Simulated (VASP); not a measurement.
Input of a VASP 6.6.1 run:

The input INCAR:

```
SYSTEM = Rh
PREC = Accurate
ENCUT = 520
EDIFF = 1E-6
ISMEAR = 0
SIGMA = 0.15
LREAL = .False.
LASPH = .True.
NELM = 60
ALGO = Fast
ISIF = 2
LWAVE = .False.
LCHARG = .False.
GGA = PE
NBANDS = 22
```

File KPOINTS:

```
Automatic mesh
0
Gamma
  21 21 12
  0 0 0
```

File POSCAR:

```
Rh
1.0
    2.8082868871      0.0000000000      0.0000000000
   -1.4041434436      2.4320477853      0.0000000000
    0.0000000000      0.0000000000      4.1284625527
Rh
2
Direct
    0.6666666667      0.3333333333      0.7500000000
    0.3333333333      0.6666666667      0.2500000000
```

Potentials or basis: VASP PAW PBE potentials, release 64 (Rh_pv).

Run with:

```console
$ cat potpaw_PBE.64/Rh_pv/POTCAR > POTCAR
$ mpirun -np 1 vasp_std > vasp.out
```

(1) Predict the band gap on the k mesh.

(2) Estimate the pressure.

## Answers

(1) zero (bands 15 and 16 overlap by 1.94 eV).

(2) 3.0 GPa.

Caveat: the stress differs along the axes, from -4 to 17 GPa.
